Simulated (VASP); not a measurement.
# ZrS in VASP: notebook

Runs on ZrS. Level: PBEsol. Tasks: single point.

Everything below comes from runs of VASP 6.6.1. Logs are shortened: lines on timing, memory, paths and dates and some standing lists are left out, and cuts for length are marked.

## (1) The cell of the first run

Symmetry: Fm-3m, No. 225, cubic system. Conventional cell: a = 5.166 Å, b = 5.166 Å, c = 5.166 Å, α = 90.00°, β = 90.00°, γ = 90.00°. Within 3.4 Å of Zr (site symmetry m-3m) lie 6 S at 2.58 Å. Within 3.4 Å of S (site symmetry m-3m) lie 6 Zr at 2.58 Å.

## (2) Single point, PBEsol

The input, INCAR:

```
  ALGO = Normal
  EDIFF = 1E-6
  ENCUT = 520
  GGA = PS
  ISIF = 2
  ISMEAR = 0
  LASPH = True
  LCHARG = False
  LREAL = False
  LWAVE = False
  NBANDS = 26
  NELM = 60
  PREC = Accurate
  SIGMA = 0.1
```

The input, KPOINTS:

```
k-points
0
Gamma
  14 14 10
```

The input, POSCAR:

```
ZrS
1.0
    2.5830753502      2.5830753502      0.0000000000
   -2.5830753502      2.5830753502      0.0000000000
    0.0000000000      0.0000000000      5.1661507005
Zr S
2 2
Direct
    0.0000000000      0.0000000000      0.0000000000
    0.5000000000      0.5000000000      0.5000000000
    0.5000000000      0.5000000000      0.0000000000
    0.0000000000      0.0000000000      0.5000000000
```

Potentials or basis: VASP PAW PBE potentials, release 64 (Zr_sv, S).

Started as:

```bash
> cat potpaw_PBE.64/Zr_sv/POTCAR potpaw_PBE.64/S/POTCAR > POTCAR
> mpirun -np 1 vasp_std > vasp.out
```

OUTCAR:

```text
EDIFF = 1E-6
   ENCUT = 520
   GGA = PS
   ISIF = 2
   ISMEAR = 0
   LASPH = True
   LREAL = False
   NELM = 60
   PREC = Accurate

 ion  position               nearest neighbor table
   1  0.000  0.000  0.000-   3 2.58   3 2.58   3 2.58   3 2.58   4 2.58   4 2.58   2 3.65   2 3.65
                             2 3.65   2 3.65   2 3.65   2 3.65   2 3.65   2 3.65
   2  0.500  0.500  0.500-   4 2.58   4 2.58   4 2.58   4 2.58   3 2.58   3 2.58   1 3.65   1 3.65
                             1 3.65   1 3.65   1 3.65   1 3.65   1 3.65   1 3.65
   3  0.500  0.500  0.000-   1 2.58   1 2.58   1 2.58   1 2.58   2 2.58   2 2.58
   4  0.000  0.000  0.500-   2 2.58   2 2.58   2 2.58   2 2.58   1 2.58   1 2.58

  LATTYP: Found a simple tetragonal cell.
 ALAT       =     3.6530201929
 C/A-ratio  =     1.4142135624

  Lattice vectors:

 A1 = (   2.5830753502,   2.5830753502,   0.0000000000)
 A2 = (  -2.5830753502,   2.5830753502,   0.0000000000)
 A3 = (   0.0000000000,   0.0000000000,   5.1661507005)

Analysis of symmetry for initial positions (statically):
=====================================================================
 Subroutine PRICEL returns following result:

  LATTYP: Found a face centered cubic cell.
 ALAT       =     5.1661507004

  Lattice vectors:

 A1 = (   0.0000000000,  -2.5830753502,  -2.5830753502)
 A2 = (   2.5830753502,   0.0000000000,  -2.5830753503)
 A3 = (   2.5830753502,  -2.5830753502,   0.0000000000)

   2 primitive cells build up your supercell.

 Routine SETGRP: Setting up the symmetry group for a
 simple tetragonal supercell.

 Subroutine GETGRP returns: Found 16 space group operations
 (whereof 16 operations were pure point group operations)
 out of a pool of 16 trial point group operations.

The static configuration has the point symmetry D_4h.

Analysis of symmetry for dynamics (positions and initial velocities):
=====================================================================
 Subroutine PRICEL returns following result:

  LATTYP: Found a face centered cubic cell.
 ALAT       =     5.1661507004

  Lattice vectors:

 A1 = (   0.0000000000,  -2.5830753502,  -2.5830753502)
 A2 = (   2.5830753502,   0.0000000000,  -2.5830753503)
 A3 = (   2.5830753502,  -2.5830753502,   0.0000000000)

   2 primitive cells build up your supercell.

 Routine SETGRP: Setting up the symmetry group for a
 simple tetragonal supercell.

 Subroutine GETGRP returns: Found 16 space group operations
 (whereof 16 operations were pure point group operations)
 out of a pool of 16 trial point group operations.

The dynamic configuration has the point symmetry D_4h.

 Subroutine INISYM returns: Found 16 space group operations
 (whereof 16 operations are pure point group operations),
 and found     2 'primitive' translations

----------------------------------------------------------------------------------------

                                     Primitive cell

  volume of cell :      34.4700

  direct lattice vectors                    reciprocal lattice vectors
     0.000000000 -2.583075350 -2.583075350    -0.193567718 -0.193567718 -0.193567718
     2.583075350  0.000000000 -2.583075350     0.193567718  0.193567718 -0.193567718
     2.583075350 -2.583075350  0.000000000     0.193567718 -0.193567718  0.193567718

  length of vectors
     3.653020193  3.653020193  3.653020193     0.335269122  0.335269122  0.335269122

  position of ions in fractional coordinates (direct lattice)
     0.000000000  0.000000000  0.000000000
     0.500000000  0.500000000  0.500000000

  ion indices of the primitive-cell ions
   primitive index   ion index
                 1           1
                 2           4

----------------------------------------------------------------------------------------

 KPOINTS: k-points

Automatic generation of k-mesh.
 Grid dimensions read from file:
 generate k-points for:   14   14   10

 Generating k-lattice:

  Cartesian coordinates                     Fractional coordinates (reciprocal lattice)
     0.013826266  0.013826266  0.000000000     0.071428571  0.000000000  0.000000000
    -0.013826266  0.013826266  0.000000000     0.000000000  0.071428571  0.000000000
     0.000000000  0.000000000  0.019356772     0.000000000  0.000000000  0.100000000

  Length of vectors
     0.019553292  0.019553292  0.019356772

  Shift w.r.t. Gamma in fractional coordinates (k-lattice)
     0.000000000  0.000000000  0.000000000

 Subroutine IBZKPT returns following result:
 ===========================================

 Found    216 irreducible k-points:

 Following reciprocal coordinates:
            Coordinates               Weight
  0.000000  0.000000  0.000000      1.000000
  0.071429  0.000000  0.000000      4.000000
  0.142857  0.000000  0.000000      4.000000
  0.214286  0.000000  0.000000      4.000000
  0.285714  0.000000  0.000000      4.000000
  0.357143  0.000000  0.000000      4.000000
[... 16 lines left out ...]
  0.285714  0.214286  0.000000      8.000000
  0.357143  0.214286  0.000000      8.000000
 [... further k-points ...]
   k-points           NKPTS =    216   k-points in BZ     NKDIM =    216   number of bands    NBANDS=     26
   number of dos      NEDOS =    301   number of ions     NIONS =      4
   total plane-waves  NPLWV =  31360
   dimension x,y,z NGX =    28 NGY =   28 NGZ =   40
   dimension x,y,z NGXF=    56 NGYF=   56 NGZF=   80
   ions per type =               2   2
   NGX,Y,Z   is equivalent  to a cutoff of  12.74, 12.74, 12.87 a.u.
   NGXF,Y,Z  is equivalent  to a cutoff of  25.49, 25.49, 25.74 a.u.
 SYSTEM =  unknown system
   PREC   = accura    normal or accurate (medium, high low for compatibility)
   ISTART =      0    job   : 0-new  1-cont  2-samecut
   ICHARG =      2    charge: 1-file 2-atom 10-const
   ISPIN  =      1    spin polarized calculation?
   LNONCOLLINEAR =      F non collinear calculations
   LSORBIT =      F    spin-orbit coupling
   LASPH  =      T    aspherical Exc in radial PAW
   ENCUT  =  520.0 eV  38.22 Ry    6.18 a.u.   6.79  6.79  9.61*2*pi/ulx,y,z
   NELM   =     60;   NELMIN=  2; NELMDL= -5     # of ELM steps
   EDIFF  = 0.1E-05   stopping-criterion for ELM
   LREAL  =      F    real-space projection
   EDIFFG = 0.1E-04   stopping-criterion for IOM
   NSW    =      0    number of steps for IOM
   IBRION =     -1    ionic relax: 0-MD 1-quasi-New 2-CG
   NFREE  =      0    steps in history (QN), initial steepest desc. (CG)
   ISIF   =      2    stress and relaxation
   ISYM   =      2    0-nonsym 1-usesym 2-fastsym
   POTIM  = 0.5000    time-step for ionic-motion
   TEBEG  =    0.0;   TEEND  =   0.0 temperature during run
   PSTRESS=    0.0 pullay stress
   NELECT =      36.0000    total number of electrons
   NUPDOWN=      -1.0000    fix difference up-down
   EMIN   =  10.00;   EMAX   =-10.00  energy-range for DOS
   EFERMI =   0.00;   METHOD = LEGACY
   ISMEAR =     0;   SIGMA  =   0.10  broadening in eV -4-tet -1-fermi 0-gaus
   EFERMI_NEDOS =   21; number of points for ismear=-14 and -15
   IALGO  =     38    algorithm
   IMIX   =      4    mixing-type and parameters
     AMIX     =   0.40;   BMIX     =  1.00
     AMIX_MAG =   1.60;   BMIX_MAG =  1.00
  volume/ion in A,a.u.               =      17.23       116.31
  Fermi-wavevector in a.u.,A,eV,Ry     =   1.318313  2.491251 23.646240  1.737950
  Thomas-Fermi vector in A             =   2.448292
   LORBIT       =      0    0 simple, 1 ext, 2 COOP (PROOUT), +10 PAW based schemes
   GGA     = PS    functional components
   LHFCALC =     F    Hartree Fock is set to
   AEXX    =    0.0000 exact exchange contribution
   IVDW    =     0    specifies the selected vdW correction
   LEPSILON=     F    determine dielectric tensor
   LRPA    =     F    only Hartree local field effects (RPA)
 non-spin polarized calculation
 Gauss-broadening in eV      SIGMA  =   0.10
  energy-cutoff  :      520.00
  volume of cell :       68.94
 maximum number of plane-waves:      1900
 NGX is ok and might be reduce to    28
   NGX = 13   NGY = 13   NGZ = 19

 number of electron      36.0000004 magnetization

 Free energy of the ion-electron system (eV)
  ---------------------------------------------------
  ext. energy  EPLUGINS =         0.00000000
  ---------------------------------------------------
  free energy    TOTEN  =       -33.02824782 eV

  energy without entropy =      -33.01509915  energy(sigma->0) =      -33.02167348

 E-fermi :  11.2270     XC(G=0): -11.6940

 val. band max:       11.2106624243   @ k =   0.2857   0.1429   0.0000
 cond. band min:      11.2290139441   @ k =   0.3571   0.2143   0.3000
 fundamental gap:      0.0183515198
 Fermi energy:        11.2269849727

 k-point     1 :       0.0000    0.0000    0.0000
  band No.  band energies     occupation
      1     -38.5651      2.00000
      2     -38.5209      2.00000
      3     -16.8974      2.00000
      4     -16.6958      2.00000
      5     -16.6958      2.00000
      6     -16.5657      2.00000
[... 18 lines left out ...]
     25      13.7644      0.00000
     26      13.7713      0.00000

 k-point     2 :       0.0714    0.0000    0.0000
  band No.  band energies     occupation
      1     -38.5640      2.00000
      2     -38.5209      2.00000
      3     -16.8925      2.00000
      4     -16.7059      2.00000
      5     -16.6927      2.00000
      6     -16.5781      2.00000
[... 18 lines left out ...]
     25      13.7093      0.00000
     26      13.7350      0.00000

 k-point     3 :       0.1429    0.0000    0.0000
  band No.  band energies     occupation
      1     -38.5608      2.00000
      2     -38.5210      2.00000
      3     -16.8780      2.00000
      4     -16.7341      2.00000
      5     -16.6840      2.00000
      6     -16.6171      2.00000
[... 572 lines left out ...]
 k-point    23 :       0.2857    0.2143    0.0000
  band No.  band energies     occupation
      1     -38.5426      2.00000
      2     -38.5210      2.00000
      3     -16.8053      2.00000
      4     -16.7960      2.00000
      5     -16.7618      2.00000
      6     -16.7081      2.00000
[... 18 lines left out ...]
     25      13.7590      0.00000
     26      13.8671      0.00000

 k-point    24 :       0.3571    0.2143    0.0000
  band No.  band energies     occupation
      1     -38.5371      2.00000
      2     -38.5220      2.00000
      3     -16.8379      2.00000
      4     -16.8075      2.00000
      5     -16.7680      2.00000
      6     -16.6907      2.00000
[... 18 lines left out ...]
     25      13.8995      0.00000
     26      14.3341      0.00000

 [... further k-points ...]

------------------------ aborting loop because EDIFF is reached ----------------------------------------

  FORCE on cell =-STRESS in cart. coord.  units (eV):
  Direction    XX          YY          ZZ          XY          YZ          ZX
  --------------------------------------------------------------------------------------
  -------------------------------------------------------------------------------------
  Total        0.1602080      0.1602080     -0.0916387      0.0000000      0.0000000     -0.0000000
  in kB        3.7232616      3.7232616     -2.1296983      0.0000000      0.0000000     -0.0000000
  external PRESSURE =       1.7722750 kB  Pullay stress =       0.0000000 kB

 VOLUME and BASIS-vectors are now :
 -----------------------------------------------------------------------------
  energy-cutoff  :      520.00
  volume of cell :       68.94
      direct lattice vectors                 reciprocal lattice vectors
     2.583075350  2.583075350  0.000000000     0.193567718  0.193567718  0.000000000
    -2.583075350  2.583075350  0.000000000    -0.193567718  0.193567718  0.000000000
     0.000000000  0.000000000  5.166150701     0.000000000  0.000000000  0.193567718

 POSITION                                       TOTAL-FORCE (eV/Angst)
 -----------------------------------------------------------------------------------
      0.00000      0.00000      0.00000        -0.000000      0.000000     -0.000000
      0.00000      2.58308      2.58308         0.000000      0.000000      0.000000
      0.00000      2.58308      0.00000         0.000000     -0.000000     -0.000000
      0.00000      0.00000      2.58308        -0.000000     -0.000000     -0.000000
 -----------------------------------------------------------------------------------
    total drift:                               -0.000000      0.000000      0.000000

  FREE ENERGIE OF THE ION-ELECTRON SYSTEM (eV)
  ---------------------------------------------------
  free  energy   TOTEN  =       -33.0282478174 eV

  energy  without entropy=      -33.0150991504  energy(sigma->0) =      -33.02167348
```

It took 6.7 min on 1 thread of AMD EPYC 7R13, shared host; peak memory 0.39 GiB.

What came out:

| Property | Result |
| --- | --- |
| Free energy | -33.0282 eV |
| Pressure | 0.2 GPa |
| Band gap on the k mesh | zero (bands 18 and 19 overlap by 3.05 eV) |

Caveat: the PAW data sets were made with another functional, which shifts forces and pressure a little.

## (3) Single point, PBEsol (uniaxial strain along a: +2.0 %)

The input, INCAR:

```
SYSTEM = ZrS
PREC = Accurate
ENCUT = 520
EDIFF = 1E-6
ISMEAR = 0
SIGMA = 0.1
LREAL = .False.
LASPH = .True.
NELM = 80
ALGO = Normal
ISIF = 2
LWAVE = .False.
LCHARG = .True.
GGA = PS
LELF = .True.
LVHAR = .True.
NBANDS = 26
```

The input, KPOINTS:

```
Automatic mesh
0
Gamma
  14 14 10
  0 0 0
```

The input, POSCAR:

```
ZrS
1.0
    2.6347368577      2.6347368577      0.0000000000
   -2.5701599739      2.5701599739      0.0000000000
    0.0000000000      0.0000000000      5.1403199479
Zr S
2 2
Direct
    0.0000000000      0.0000000000      0.0000000000
    0.5000000000      0.5000000000      0.5000000000
    0.5000000000      0.5000000000      0.0000000000
    0.0000000000      0.0000000000      0.5000000000
```

Potentials or basis: VASP PAW PBE potentials, release 64 (Zr_sv, S).

Started as:

```bash
> cat potpaw_PBE.64/Zr_sv/POTCAR potpaw_PBE.64/S/POTCAR > POTCAR
> mpirun -np 1 vasp_std > vasp.out
```

Run time: 7.8 min. Hardware: 1 thread of Intel Xeon Platinum 8259CL at 2.50GHz (Skylake/Cascade Lake), shared host; peak memory 0.61 GiB.

Results (log left out):

| Property | Result |
| --- | --- |
| Free energy | -33.0186 eV |
| Pressure | -1.2 GPa |
| Band gap on the k mesh | zero (bands 18 and 19 overlap by 2.94 eV) |

Stress tensor (GPa, compression positive):
```
-2.26 -0.58  0.00
-0.58 -2.26  0.00
 0.00  0.00  0.97
```

Levels at points of the mesh, in eV from the Fermi level:
| k point | band 16 | band 17 | band 18 | band 19 | band 20 | band 21 |
| --- | --- | --- | --- | --- | --- | --- |
| (0.00, 0.00, 0.00) | -3.51 | -3.47 | -1.64 | -1.38 | -1.37 | -0.76 |
| (0.50, 0.00, 0.00) | -5.66 | 0.37 | 0.37 | 0.77 | 0.77 | 1.17 |
| (0.00, 0.50, 0.00) | -5.59 | 0.23 | 0.23 | 0.61 | 0.61 | 1.35 |
| (0.50, 0.50, 0.00) | -4.46 | -3.65 | -3.65 | 0.48 | 0.48 | 2.40 |
| (0.00, 0.00, 0.50) | -4.37 | -2.71 | -2.71 | -0.16 | -0.16 | 1.30 |
| (0.50, 0.00, 0.50) | -6.00 | 1.34 | 1.34 | 1.62 | 1.62 | 1.90 |
| (0.00, 0.50, 0.50) | -6.13 | 1.52 | 1.52 | 1.60 | 1.60 | 1.86 |
| (0.50, 0.50, 0.50) | -6.00 | 0.09 | 0.09 | 0.14 | 0.14 | 1.77 |

Caveat: the cell differs from its parent crystal (uniaxial strain along a: +2.0 %); the PAW data sets were made with another functional, which shifts forces and pressure a little.

## (4) Single point, PBEsol (uniaxial strain along a: +3.0 %)

The input, INCAR:

```
  PREC = Accurate
  ENCUT = 520
  EDIFF = 1E-7
  ISMEAR = 0
  SIGMA = 0.1
  LREAL = False
  LASPH = True
  NELM = 60
  ALGO = Normal
  ISIF = 2
  LWAVE = False
  LCHARG = False
  GGA = PS
  NBANDS = 26
```

The input, KPOINTS:

```
Automatic mesh
0
Gamma
  14 14 10
```

The input, POSCAR:

```
ZrS
1.0
    2.6605676112      2.6605676112      0.0000000000
   -2.5637022856      2.5637022856      0.0000000000
    0.0000000000      0.0000000000      5.1274045711
Zr S
2 2
Direct
    0.0000000000      0.0000000000      0.0000000000
    0.5000000000      0.5000000000      0.5000000000
    0.5000000000      0.5000000000      0.0000000000
    0.0000000000      0.0000000000      0.5000000000
```

Started as:

```bash
> cat potpaw_PBE.64/Zr_sv/POTCAR potpaw_PBE.64/S/POTCAR > POTCAR
> mpirun -np 1 vasp_std > vasp.out
```

Wall time 9.4 min (1 thread of Intel Xeon Platinum 8259CL at 2.50GHz (Skylake/Cascade Lake), shared host); peak memory 0.61 GiB.

Results (log left out):

| Quantity | Value |
| --- | --- |
| Free energy | -33.0044 eV |
| Pressure | -1.8 GPa |
| Band gap on the k mesh | zero (bands 18 and 19 overlap by 2.92 eV) |

Stress tensor (GPa, compression positive):
```
-3.50 -0.84  0.00
-0.84 -3.50  0.00
 0.00  0.00  1.69
```

Levels at points of the mesh, in eV from the Fermi level:
```
           k point  band 14  band 15  band 16  band 17  band 18  band 19  band 20  band 21  band 22  band 23
(0.00, 0.00, 0.00)    -3.64    -3.61    -3.49    -3.44    -1.70    -1.33    -1.31    -0.76    -0.70     0.59
(0.50, 0.00, 0.00)    -5.71    -5.63    -5.63     0.39     0.39     0.77     0.77     1.09     1.09     1.54
(0.00, 0.50, 0.00)    -6.07    -5.54    -5.54     0.18     0.18     0.54     0.54     1.39     1.39     2.01
(0.50, 0.50, 0.00)    -4.46    -4.44    -4.44    -3.63    -3.63     0.46     0.46     2.31     2.31     2.55
(0.00, 0.00, 0.50)    -4.61    -4.33    -4.33    -2.67    -2.67    -0.15    -0.15     1.29     1.29     1.53
(0.50, 0.00, 0.50)    -6.11    -5.91    -5.91     1.21     1.21     1.65     1.65     1.90     1.90     1.97
(0.00, 0.50, 0.50)    -6.27    -6.11    -6.11     1.51     1.51     1.59     1.59     1.83     1.83     2.06
(0.50, 0.50, 0.50)    -6.13    -5.97    -5.97     0.13     0.13     0.20     0.20     1.68     1.68     2.39
```

Caveat: the cell differs from its parent crystal (uniaxial strain along a: +3.0 %); the stress differs along the axes, from -4 to 2 GPa; the PAW data sets were made with another functional, which shifts forces and pressure a little.

## (5) Summary

```tsv
cell	gap on the mesh (eV)	pressure (GPa)
a = 3.653, b = 3.653, c = 5.166 Å, 4 atoms	none	0.2
a = 3.726, b = 3.635, c = 5.140 Å, 4 atoms	none	-1.2
a = 3.763, b = 3.626, c = 5.127 Å, 4 atoms	none	-1.8
```

Alike in all rows: task single point; level PBEsol; potentials or basis VASP PAW PBE potentials, release 64 (Zr_sv, S); no spin polarisation; k mesh 14 × 14 × 10; cutoff (eV) 520; smearing gaussian 0.1 eV.

Caveats: the PAW data sets were made with another functional, which shifts forces and pressure a little; the stress differs along the axes, from -4 to 2 GPa (at least some runs).

Total energies depend on the potentials used, so only differences within one code and one set of settings carry meaning.
